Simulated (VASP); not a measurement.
# CuI (F-43m) in VASP: single point with HSE06

Aim: the single point of CuI with HSE06.

Program: VASP 6.6.1. These are calculated values, not measurements. Logs are shortened: lines on timing, memory, paths and dates and some standing lists are left out, and cuts for length are marked.

## (1) The cell of the first run

The structure is cubic, space group F-43m (No. 216). Conventional cell: a = 6.095 Å, b = 6.095 Å, c = 6.095 Å, α = 90.00°, β = 90.00°, γ = 90.00°. Within 3.5 Å of Cu (site symmetry -43m) lie 4 I at 2.64 Å. I (site symmetry -43m) has 4 Cu at 2.64 Å within 3.5 Å.

## (2) Single point, HSE06

Contents of POSCAR:

```
CuI
1.0
    0.0000000000      3.0472789325      3.0472789325
    3.0472789325      0.0000000000      3.0472789325
    3.0472789325      3.0472789325      0.0000000000
Cu I
1 1
Direct
    0.0000000000      0.0000000000      0.0000000000
    0.2500000000      0.2500000000      0.2500000000
```

Contents of INCAR.step1:

```
SYSTEM = CuI
PREC = Accurate
ENCUT = 520
EDIFF = 1E-5
ISMEAR = 0
SIGMA = 0.01
LREAL = .FALSE.
LASPH = .TRUE.
NELM = 100
ALGO = Normal
ISIF = 2
LWAVE = .TRUE.
GGA = PE
NBANDS = 16
```

Contents of INCAR.step2:

```
SYSTEM = CuI
PREC = Accurate
ENCUT = 520
EDIFF = 1E-6
ISMEAR = 0
SIGMA = 0.01
LREAL = .FALSE.
LASPH = .TRUE.
NELM = 100
ALGO = Normal
ISIF = 2
LWAVE = .FALSE.
LCHARG = .TRUE.
GGA = PE
LHFCALC = .TRUE.
HFSCREEN = 0.2079
PRECFOCK = Normal
LELF = .TRUE.
LVHAR = .TRUE.
ISTART = 1
NBANDS = 16
```

Contents of KPOINTS:

```
regular mesh
0
G
  6 6 6
  0 0 0
```

Potentials or basis: VASP PAW PBE potentials, release 64 (Cu, I).

Run with:

```sh
$ cat potpaw_PBE.64/Cu/POTCAR potpaw_PBE.64/I/POTCAR > POTCAR
$ cp INCAR.step1 INCAR
$ mpirun -np 1 vasp_std > vasp.out
$ cp INCAR.step2 INCAR
$ mpirun -np 1 vasp_std > vasp.out
```

OUTCAR:

```text
SYSTEM = CuI
   PREC = Accurate
   ENCUT = 520
   EDIFF = 1E-6
   ISMEAR = 0
   LREAL = .FALSE.
   LASPH = .TRUE.
   NELM = 100
   ISIF = 2
   GGA = PE
   LHFCALC = .TRUE.
   HFSCREEN = 0.2079
   PRECFOCK = Normal
   ISTART = 1

 ion  position               nearest neighbor table
   1  0.000  0.000  0.000-   2 2.64   2 2.64   2 2.64   2 2.64
   2  0.250  0.250  0.250-   1 2.64   1 2.64   1 2.64   1 2.64

  LATTYP: Found a face centered cubic cell.
 ALAT       =     6.0945578650

  Lattice vectors:

 A1 = (   0.0000000000,   3.0472789325,   3.0472789325)
 A2 = (   3.0472789325,   0.0000000000,   3.0472789325)
 A3 = (   3.0472789325,   3.0472789325,   0.0000000000)

Analysis of symmetry for initial positions (statically):
=====================================================================
 Subroutine PRICEL returns:
 Original cell was already a primitive cell.

 Routine SETGRP: Setting up the symmetry group for a
 face centered cubic supercell.

 Subroutine GETGRP returns: Found 24 space group operations
 (whereof 24 operations were pure point group operations)
 out of a pool of 48 trial point group operations.

The static configuration has the point symmetry T_d .

Analysis of symmetry for dynamics (positions and initial velocities):
=====================================================================
 Subroutine PRICEL returns:
 Original cell was already a primitive cell.

 Routine SETGRP: Setting up the symmetry group for a
 face centered cubic supercell.

 Subroutine GETGRP returns: Found 24 space group operations
 (whereof 24 operations were pure point group operations)
 out of a pool of 48 trial point group operations.

The dynamic configuration has the point symmetry T_d .

 Subroutine INISYM returns: Found 24 space group operations
 (whereof 24 operations are pure point group operations),
 and found     1 'primitive' translations

----------------------------------------------------------------------------------------

                                     Primitive cell

  volume of cell :      56.5935

  direct lattice vectors                    reciprocal lattice vectors
     0.000000000  3.047278932  3.047278932    -0.164080811  0.164080811  0.164080811
     3.047278932  0.000000000  3.047278932     0.164080811 -0.164080811  0.164080811
     3.047278932  3.047278932  0.000000000     0.164080811  0.164080811 -0.164080811

  length of vectors
     4.309503195  4.309503195  4.309503195     0.284196302  0.284196302  0.284196302
[... 79 lines left out ...]
   ISYM   =      3    0-nonsym 1-usesym 2-fastsym
   POTIM  = 0.5000    time-step for ionic-motion
   TEBEG  =    0.0;   TEEND  =   0.0 temperature during run
   PSTRESS=    0.0 pullay stress
   NELECT =      18.0000    total number of electrons
   NUPDOWN=      -1.0000    fix difference up-down
   EMIN   =  10.00;   EMAX   =-10.00  energy-range for DOS
   EFERMI =   0.00;   METHOD = LEGACY
   ISMEAR =     0;   SIGMA  =   0.01  broadening in eV -4-tet -1-fermi 0-gaus
   EFERMI_NEDOS =   21; number of points for ismear=-14 and -15
   IALGO  =     38    algorithm
   IMIX   =      1    mixing-type and parameters
     AMIX     =   0.40;   BMIX     =  1.00
     AMIX_MAG =   1.60;   BMIX_MAG =  1.00
  volume/ion in A,a.u.               =      28.30       190.96
  Fermi-wavevector in a.u.,A,eV,Ry     =   1.117490  2.111749 16.990722  1.248783
  Thomas-Fermi vector in A             =   2.254113
   LORBIT       =      0    0 simple, 1 ext, 2 COOP (PROOUT), +10 PAW based schemes
   GGA     = PE    functional components
   LHFCALC =     T    Hartree Fock is set to
   PRECFOCK=normal    Normal, Fast or Accurate (Low or Medium for compatibility)
   ENCUT4O =  -1.0   cutoff for four orbital integrals eV
   NKREDX  =     1    reduce k-point grid by
   NKREDY  =     1    reduce k-point grid by
   NKREDZ  =     1    reduce k-point grid by
   AEXX    =    0.2500 exact exchange contribution
   HFSCREEN=    0.2079 screening length (either q_TF or 0.3 A-1)
   HFSCREENC=   0.2079 screening length for correlation (either q_TF or 0.3 A-1)
   ENCUTFOCK=  -1.0 apply spherical cutoff to Coloumb kernel
   IVDW    =     0    specifies the selected vdW correction
   LEPSILON=     F    determine dielectric tensor
   LRPA    =     F    only Hartree local field effects (RPA)
 non-spin polarized calculation
 Gauss-broadening in eV      SIGMA  =   0.01
  energy-cutoff  :      520.00
  volume of cell :       56.59
 maximum number of plane-waves:      1536
  NGX = 28; NGY = 28; NGZ = 28

 number of electron      18.0000008 magnetization

 Free energy of the ion-electron system (eV)
  ---------------------------------------------------
  ext. energy  EPLUGINS =         0.00000000
  ---------------------------------------------------
  free energy    TOTEN  =        -6.46036804 eV

  energy without entropy =       -6.46036804  energy(sigma->0) =       -6.46036804

 E-fermi :   3.3520     XC(G=0):  -7.3593

 val. band max:        3.2998552228   @ k =   0.0000   0.0000   0.0000
 cond. band min:       5.8479578967   @ k =   0.0000   0.0000   0.0000
 fundamental gap:      2.5481026739
 Fermi energy:         3.3520303493

 k-point     1 :       0.0000    0.0000    0.0000
  band No.  band energies     occupation
      1     -11.3486      2.00000
      2      -0.5989      2.00000
      3      -0.5989      2.00000
      4      -0.5989      2.00000
      5       0.8911      2.00000
      6       0.8911      2.00000
[... 281 lines left out ...]
      3      -0.9062      2.00000
      4      -0.4236      2.00000
      5       0.8518      2.00000
      6       0.9488      2.00000
[... 8 lines left out ...]
     15      16.4783      0.00000
     16      16.9204      0.00000

------------------------ aborting loop because EDIFF is reached ----------------------------------------

  FORCE on cell =-STRESS in cart. coord.  units (eV):
  Direction    XX          YY          ZZ          XY          YZ          ZX
  --------------------------------------------------------------------------------------
  -------------------------------------------------------------------------------------
  Total       -0.0881758     -0.0881758     -0.0881758      0.0000000      0.0000000      0.0000000
  in kB       -2.4962809     -2.4962809     -2.4962809      0.0000000      0.0000000      0.0000000
  external PRESSURE =      -2.4962809 kB  Pullay stress =       0.0000000 kB

 VOLUME and BASIS-vectors are now :
 -----------------------------------------------------------------------------
  energy-cutoff  :      520.00
  volume of cell :       56.59
      direct lattice vectors                 reciprocal lattice vectors
     0.000000000  3.047278932  3.047278932    -0.164080811  0.164080811  0.164080811
     3.047278932  0.000000000  3.047278932     0.164080811 -0.164080811  0.164080811
     3.047278932  3.047278932  0.000000000     0.164080811  0.164080811 -0.164080811

 POSITION                                       TOTAL-FORCE (eV/Angst)
 -----------------------------------------------------------------------------------
      0.00000      0.00000      0.00000         0.000000      0.000000      0.000000
      1.52364      1.52364      1.52364        -0.000000     -0.000000     -0.000000
 -----------------------------------------------------------------------------------
    total drift:                               -0.000035     -0.000021     -0.000009

  FREE ENERGIE OF THE ION-ELECTRON SYSTEM (eV)
  ---------------------------------------------------
  free  energy   TOTEN  =        -6.4603680376 eV

  energy  without entropy=       -6.4603680376  energy(sigma->0) =       -6.46036804
```

OUTCAR.step1:

```text
SYSTEM = CuI
   PREC = Accurate
   ENCUT = 520
   EDIFF = 1E-5
   ISMEAR = 0
   LREAL = .FALSE.
   LASPH = .TRUE.
[... 514 lines left out ...]
      0.00000      0.00000      0.00000         0.000000      0.000000     -0.000000
      1.52364      1.52364      1.52364        -0.000000     -0.000000      0.000000
 -----------------------------------------------------------------------------------
    total drift:                               -0.000001     -0.000001     -0.000001

  FREE ENERGIE OF THE ION-ELECTRON SYSTEM (eV)
  ---------------------------------------------------
  free  energy   TOTEN  =        -5.5602157757 eV

  energy  without entropy=       -5.5602157757  energy(sigma->0) =       -5.56021578
```

OSZICAR.step1:

```text
N       E                     dE             d eps       ncg     rms          rms(c)
DAV:   1     0.100454644818E+03    0.10045E+03   -0.77259E+03   512   0.119E+03
DAV:   2     0.856493230324E+00   -0.99598E+02   -0.89772E+02   536   0.219E+02
DAV:   3    -0.554859856273E+01   -0.64051E+01   -0.63269E+01   680   0.631E+01
DAV:   4    -0.576175528551E+01   -0.21316E+00   -0.21307E+00   688   0.104E+01
DAV:   5    -0.576782528079E+01   -0.60700E-02   -0.60700E-02   736   0.177E+00    0.507E+00
DAV:   6    -0.569441836274E+01    0.73407E-01   -0.25230E+00   560   0.423E+01    0.330E+00
DAV:   7    -0.556068097635E+01    0.13374E+00   -0.60604E-01   552   0.252E+01    0.165E+00
DAV:   8    -0.556211755023E+01   -0.14366E-02   -0.33172E-02   784   0.246E+00    0.412E-01
DAV:   9    -0.556003097461E+01    0.20866E-02   -0.81475E-03   656   0.262E+00    0.127E-01
DAV:  10    -0.556021370758E+01   -0.18273E-03   -0.54254E-04   608   0.161E-01    0.374E-02
DAV:  11    -0.556021543996E+01   -0.17324E-05   -0.14403E-04   664   0.334E-01    0.281E-02
DAV:  12    -0.556021577567E+01   -0.33571E-06   -0.82982E-06   392   0.351E-02
   1 F= -.55602158E+01 E0= -.55602158E+01  d E =-.755875E-24
```

Wall time 61 min (1 thread of Intel Xeon Platinum 8488C (Sapphire Rapids), shared host); peak memory 0.32 GiB.

What came out:

```yaml
Free_energy: -6.4604 eV
Pressure: -0.2 GPa
Band_gap_on_the_k_mesh: 2.55 eV, direct
```

Levels at points of the mesh, in eV from the valence-band top:
```
           k point  band 6  band 7  band 8  band 9  band 10  band 11  band 12  band 13
(0.00, 0.00, 0.00)   -2.41    0.00    0.00    0.00     2.55     6.33     6.33     6.33
(0.50, 0.00, 0.00)   -2.39   -2.33   -0.81   -0.81     3.59     6.82     6.82     8.79
(0.50, 0.50, 0.00)   -2.33   -2.22   -1.88   -1.88     3.93     4.28    10.75    11.48
```

Caveat: the PAW data sets were made with another functional, which shifts forces and pressure a little; spin-orbit coupling is left out, which moves the levels of the heavy elements.
